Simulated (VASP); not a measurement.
# Mo5H in VASP: single point with PBEsol

Aim: the single point of Mo5H with PBEsol.

Program: VASP 6.6.1. These are calculated values, not measurements. Logs are shortened: lines on timing, memory, paths and dates and some standing lists are left out, and cuts for length are marked.

**1. The cell of the first run**

The cell holds a slab with vacuum, 6 atoms: a = 3.129 Å, b = 3.129 Å, c = 25.259 Å, α = 90.00°, β = 90.00°, γ = 90.00°.

**2. Single point, PBEsol**

Contents of INCAR:

```
SYSTEM = Mo5H
  ALGO = Normal
  DIPOL = 0.5 0.5 0.486
  EDIFF = 1E-6
  ENCUT = 520
  GGA = PS
  IDIPOL = 3
  ISIF = 2
  ISMEAR = 0
  LASPH = .TRUE.
  LCHARG = .FALSE.
  LDIPOL = .TRUE.
  LREAL = .FALSE.
  LWAVE = .FALSE.
  NBANDS = 44
  NELM = 60
  PREC = Accurate
  SIGMA = 0.1
```

Contents of KPOINTS:

```
k-points
0
G
  9 9 1
  0 0 0
```

Contents of POSCAR:

```
Mo5H
1.0
    3.1293068543      0.0000000000      0.0000000000
    0.0000000000      3.1293068543      0.0000000000
    0.0000000000      0.0000000000     25.2586137086
Mo H
5 1
Direct
    0.5000000000      0.5000000000      0.3365188643
    0.0000000000      0.0000000000      0.3984642049
    0.5000000000      0.5000000000      0.4595912192
    0.0000000000      0.0000000000      0.5216556393
    0.5000000000      0.5000000000      0.5805171335
    0.0000000000      0.5000000000      0.6218853116
```

Potentials or basis: VASP PAW PBE potentials, release 64 (Mo_sv, H).

Started as:

```console
$ cat potpaw_PBE.64/Mo_sv/POTCAR potpaw_PBE.64/H/POTCAR > POTCAR
$ mpirun -np 1 vasp_std > vasp.out
```

OUTCAR:

```text
SYSTEM = Mo5H
   EDIFF = 1E-6
   ENCUT = 520
   GGA = PS
   ISIF = 2
   ISMEAR = 0
   LASPH = .TRUE.
   LREAL = .FALSE.
   NELM = 60
   PREC = Accurate

 ion  position               nearest neighbor table
   1  0.500  0.500  0.337-   2 2.71   2 2.71   2 2.71   2 2.71   3 3.11
   2  0.000  0.000  0.398-   3 2.70   3 2.70   3 2.70   3 2.70   1 2.71   1 2.71   1 2.71   1 2.71
                             4 3.11
   3  0.500  0.500  0.460-   2 2.70   2 2.70   2 2.70   2 2.70   4 2.71   4 2.71   4 2.71   4 2.71
                             5 3.05   1 3.11
   4  0.000  0.000  0.522-   5 2.67   5 2.67   5 2.67   5 2.67   3 2.71   3 2.71   3 2.71   3 2.71
                             2 3.11
   5  0.500  0.500  0.581-   6 1.88   6 1.88   4 2.67   4 2.67   4 2.67   4 2.67   3 3.05
   6  0.000  0.500  0.622-   5 1.88   5 1.88

  LATTYP: Found a simple tetragonal cell.
 ALAT       =     3.1293068543
 C/A-ratio  =     8.0716321168

  Lattice vectors:

 A1 = (   3.1293068543,   0.0000000000,   0.0000000000)
 A2 = (   0.0000000000,   3.1293068543,   0.0000000000)
 A3 = (   0.0000000000,   0.0000000000,  25.2586137086)

Analysis of symmetry for initial positions (statically):
=====================================================================
 Subroutine PRICEL returns:
 Original cell was already a primitive cell.

 Routine SETGRP: Setting up the symmetry group for a
 simple tetragonal supercell.

 Subroutine GETGRP returns: Found  4 space group operations
 (whereof  4 operations were pure point group operations)
 out of a pool of 16 trial point group operations.

The static configuration has the point symmetry C_2v.

Analysis of symmetry for dynamics (positions and initial velocities):
=====================================================================
 Subroutine PRICEL returns:
 Original cell was already a primitive cell.

 Routine SETGRP: Setting up the symmetry group for a
 simple tetragonal supercell.

 Subroutine GETGRP returns: Found  4 space group operations
 (whereof  4 operations were pure point group operations)
 out of a pool of 16 trial point group operations.

The dynamic configuration has the point symmetry C_2v.

 Subroutine INISYM returns: Found  4 space group operations
 (whereof  4 operations are pure point group operations),
 and found     1 'primitive' translations

----------------------------------------------------------------------------------------

                                     Primitive cell

  volume of cell :     247.3465

  direct lattice vectors                    reciprocal lattice vectors
     3.129306854  0.000000000  0.000000000     0.319559585  0.000000000  0.000000000
     0.000000000  3.129306854  0.000000000     0.000000000  0.319559585  0.000000000
     0.000000000  0.000000000 25.258613709     0.000000000  0.000000000  0.039590455

  length of vectors
     3.129306854  3.129306854 25.258613709     0.319559585  0.319559585  0.039590455

  position of ions in fractional coordinates (direct lattice)
     0.500000000  0.500000000  0.336518864
     0.000000000  0.000000000  0.398464205
     0.500000000  0.500000000  0.459591219
     0.000000000  0.000000000  0.521655639
     0.500000000  0.500000000  0.580517134
     0.000000000  0.500000000  0.621885312

  ion indices of the primitive-cell ions
   primitive index   ion index
                 1           1
                 2           2
                 3           3
                 4           4
                 5           5
                 6           6

----------------------------------------------------------------------------------------

 KPOINTS: k-points

Automatic generation of k-mesh.
 Grid dimensions read from file:
 generate k-points for:    9    9    1

 Generating k-lattice:

  Cartesian coordinates                     Fractional coordinates (reciprocal lattice)
     0.035506621  0.000000000  0.000000000     0.111111111  0.000000000  0.000000000
     0.000000000  0.035506621  0.000000000     0.000000000  0.111111111  0.000000000
     0.000000000  0.000000000  0.039590455     0.000000000  0.000000000  1.000000000

  Length of vectors
     0.035506621  0.035506621  0.039590455

  Shift w.r.t. Gamma in fractional coordinates (k-lattice)
     0.000000000  0.000000000  0.000000000

 Subroutine IBZKPT returns following result:
 ===========================================

 Found     25 irreducible k-points:

 Following reciprocal coordinates:
            Coordinates               Weight
  0.000000  0.000000  0.000000      1.000000
  0.111111  0.000000  0.000000      2.000000
  0.000000  0.111111  0.000000      2.000000
  0.222222  0.000000  0.000000      2.000000
  0.000000  0.222222  0.000000      2.000000
  0.333333  0.000000  0.000000      2.000000
[... 16 lines left out ...]
  0.444444  0.333333  0.000000      4.000000
 -0.333333  0.444444  0.000000      4.000000
   k-points           NKPTS =     25   k-points in BZ     NKDIM =     25   number of bands    NBANDS=     44
   number of dos      NEDOS =    301   number of ions     NIONS =      6
   total plane-waves  NPLWV = 110592
   dimension x,y,z NGX =    24 NGY =   24 NGZ =  192
   dimension x,y,z NGXF=    48 NGYF=   48 NGZF=  384
   ions per type =               5   1
   NGX,Y,Z   is equivalent  to a cutoff of  12.75, 12.75, 12.64 a.u.
   NGXF,Y,Z  is equivalent  to a cutoff of  25.50, 25.50, 25.27 a.u.
 SYSTEM =  Mo5H
   PREC   = accura    normal or accurate (medium, high low for compatibility)
   ISTART =      0    job   : 0-new  1-cont  2-samecut
   ICHARG =      2    charge: 1-file 2-atom 10-const
   ISPIN  =      1    spin polarized calculation?
   LNONCOLLINEAR =      F non collinear calculations
   LSORBIT =      F    spin-orbit coupling
   LASPH  =      T    aspherical Exc in radial PAW
   ENCUT  =  520.0 eV  38.22 Ry    6.18 a.u.   5.82  5.82 46.96*2*pi/ulx,y,z
   NELM   =     60;   NELMIN=  2; NELMDL= -5     # of ELM steps
   EDIFF  = 0.1E-05   stopping-criterion for ELM
   LREAL  =      F    real-space projection
   EDIFFG = 0.1E-04   stopping-criterion for IOM
   NSW    =      0    number of steps for IOM
   IBRION =     -1    ionic relax: 0-MD 1-quasi-New 2-CG
   NFREE  =      0    steps in history (QN), initial steepest desc. (CG)
   ISIF   =      2    stress and relaxation
   ISYM   =      2    0-nonsym 1-usesym 2-fastsym
   POTIM  = 0.5000    time-step for ionic-motion
   TEBEG  =    0.0;   TEEND  =   0.0 temperature during run
   PSTRESS=    0.0 pullay stress
   NELECT =      71.0000    total number of electrons
   NUPDOWN=      -1.0000    fix difference up-down
   EMIN   =  10.00;   EMAX   =-10.00  energy-range for DOS
   EFERMI =   0.00;   METHOD = LEGACY
   ISMEAR =     0;   SIGMA  =   0.10  broadening in eV -4-tet -1-fermi 0-gaus
   EFERMI_NEDOS =   21; number of points for ismear=-14 and -15
   IALGO  =     38    algorithm
   IMIX   =      4    mixing-type and parameters
     AMIX     =   0.40;   BMIX     =  1.00
     AMIX_MAG =   1.60;   BMIX_MAG =  1.00
  volume/ion in A,a.u.               =      41.22       278.20
  Fermi-wavevector in a.u.,A,eV,Ry     =   1.079922  2.040756 15.867540  1.166231
  Thomas-Fermi vector in A             =   2.215900
   LORBIT       =      0    0 simple, 1 ext, 2 COOP (PROOUT), +10 PAW based schemes
   GGA     = PS    functional components
   LHFCALC =     F    Hartree Fock is set to
   AEXX    =    0.0000 exact exchange contribution
   IVDW    =     0    specifies the selected vdW correction
   LEPSILON=     F    determine dielectric tensor
   LRPA    =     F    only Hartree local field effects (RPA)
 non-spin polarized calculation
 Gauss-broadening in eV      SIGMA  =   0.10
  energy-cutoff  :      520.00
  volume of cell :      247.35
 maximum number of plane-waves:      6710
   NGX = 11   NGY = 11   NGZ = 93

 dipolmoment           0.000000      0.000000     -0.016647 electrons x Angstroem

 number of electron      70.9999996 magnetization

 dipolmoment           0.000000      0.000000      0.046905 electrons x Angstroem

 Free energy of the ion-electron system (eV)
  ---------------------------------------------------
  ext. energy  EPLUGINS =         0.00000000
  ---------------------------------------------------
  free energy    TOTEN  =       -58.36109096 eV

  energy without entropy =      -58.33382173  energy(sigma->0) =      -58.34745634

 E-fermi :   0.9120     XC(G=0):  -5.2298

 val. band max:        0.9047426611   @ k =   0.0000   0.4444   0.0000
 cond. band min:       0.9168510181   @ k =   0.1111   0.0000   0.0000
 fundamental gap:      0.0121083570
 Fermi energy:         0.9120482769

 k-point     1 :       0.0000    0.0000    0.0000
  band No.  band energies     occupation
      1     -60.2082      2.00000
      2     -59.9590      2.00000
      3     -59.8835      2.00000
      4     -59.7112      2.00000
      5     -59.6303      2.00000
      6     -34.4943      2.00000
[... 36 lines left out ...]
     43       2.3474      0.00000
     44       3.0242      0.00000

 k-point     2 :       0.1111    0.0000    0.0000
  band No.  band energies     occupation
      1     -60.1953      2.00000
      2     -59.9493      2.00000
      3     -59.8792      2.00000
      4     -59.7170      2.00000
      5     -59.6385      2.00000
      6     -34.5372      2.00000
[... 36 lines left out ...]
     43       2.8190      0.00000
     44       3.1094      0.00000

 k-point     3 :       0.0000    0.1111    0.0000
  band No.  band energies     occupation
      1     -60.1953      2.00000
      2     -59.9493      2.00000
      3     -59.8793      2.00000
      4     -59.7170      2.00000
      5     -59.6387      2.00000
      6     -34.5311      2.00000
[... 36 lines left out ...]
     43       2.8925      0.00000
     44       3.0699      0.00000

 k-point     4 :       0.2222    0.0000    0.0000
  band No.  band energies     occupation
      1     -60.1607      2.00000
      2     -59.9239      2.00000
      3     -59.8660      2.00000
      4     -59.7341      2.00000
      5     -59.6624      2.00000
      6     -34.6556      2.00000
[... 882 lines left out ...]
     43       3.2158      0.00000
     44       3.2623      0.00000

 k-point    23 :       0.4444    0.3333    0.0000
  band No.  band energies     occupation
      1     -60.0618      2.00000
      2     -59.8596      2.00000
      3     -59.7717      2.00000
      4     -59.7694      2.00000
      5     -59.7371      2.00000
      6     -34.7951      2.00000
[... 36 lines left out ...]
     43       3.3515      0.00000
     44       3.5052      0.00000

 k-point    24 :      -0.3333    0.4444    0.0000
  band No.  band energies     occupation
      1     -60.0618      2.00000
      2     -59.8596      2.00000
      3     -59.7718      2.00000
      4     -59.7694      2.00000
      5     -59.7374      2.00000
      6     -34.7973      2.00000
[... 36 lines left out ...]
     43       3.3553      0.00000
     44       3.5576      0.00000

 [... further k-points ...]

------------------------ aborting loop because EDIFF is reached ----------------------------------------

 vacuum level on the upper side and lower side of the slab       (xc-potential included)         0.278        -0.537

  FORCE on cell =-STRESS in cart. coord.  units (eV):
  Direction    XX          YY          ZZ          XY          YZ          ZX
  --------------------------------------------------------------------------------------
  -------------------------------------------------------------------------------------
  Total       -7.4786010     -4.8234482     -1.9315437      0.0000000      0.0000000      0.0000000
  in kB      -48.4423419    -31.2436949    -12.5114980      0.0000000      0.0000000      0.0000000
  external PRESSURE =     -30.7325116 kB  Pullay stress =       0.0000000 kB

 VOLUME and BASIS-vectors are now :
 -----------------------------------------------------------------------------
  energy-cutoff  :      520.00
  volume of cell :      247.35
      direct lattice vectors                 reciprocal lattice vectors
     3.129306854  0.000000000  0.000000000     0.319559585  0.000000000  0.000000000
     0.000000000  3.129306854  0.000000000     0.000000000  0.319559585  0.000000000
     0.000000000  0.000000000 25.258613709     0.000000000  0.000000000  0.039590455

 POSITION                                       TOTAL-FORCE (eV/Angst)
 -----------------------------------------------------------------------------------
      1.56465      1.56465      8.50000         0.000000      0.000000      1.299176
      0.00000      0.00000     10.06465         0.000000      0.000000     -1.328059
      1.56465      1.56465     11.60864         0.000000      0.000000      0.003115
      0.00000      0.00000     13.17630         0.000000      0.000000     -0.008692
      1.56465      1.56465     14.66306         0.000000      0.000000      0.028198
      0.00000      1.56465     15.70796         0.000000      0.000000      0.006262
 -----------------------------------------------------------------------------------
    total drift:                                0.000000     -0.000000     -0.000325

  FREE ENERGIE OF THE ION-ELECTRON SYSTEM (eV)
  ---------------------------------------------------
  free  energy   TOTEN  =       -58.3610909577 eV

  energy  without entropy=      -58.3338217308  energy(sigma->0) =      -58.34745634

 vacuum level on the upper side and lower side of the slab         5.773         4.935
```

Run time: 4.3 min. Hardware: 1 thread of Intel Xeon 6975P-C (Granite Rapids), shared host; peak memory 0.43 GiB.

What came out:

* Free energy: -58.3611 eV
* Largest force: 1.328 eV/Å
* Band gap on the k mesh: zero (an odd number of electrons rules out a gap without spin polarisation)

Forces in eV/Å, atoms in the order of the input:
```
Mo   0.000  0.000  1.299
Mo   0.000  0.000 -1.328
Mo   0.000  0.000  0.003
Mo   0.000  0.000 -0.009
Mo   0.000  0.000  0.028
H    0.000  0.000  0.006
```

Levels at points of the mesh, in eV from the Fermi level:
```
           k point  band 32  band 33  band 34  band 35  band 36  band 37  band 38  band 39  band 40  band 41
(0.00, 0.00, 0.00)    -1.08    -0.89    -0.84    -0.31    -0.14    -0.08    -0.07    -0.05     1.14     1.29
```

Caveat: the PAW data sets were made with another functional, which shifts forces and pressure a little.
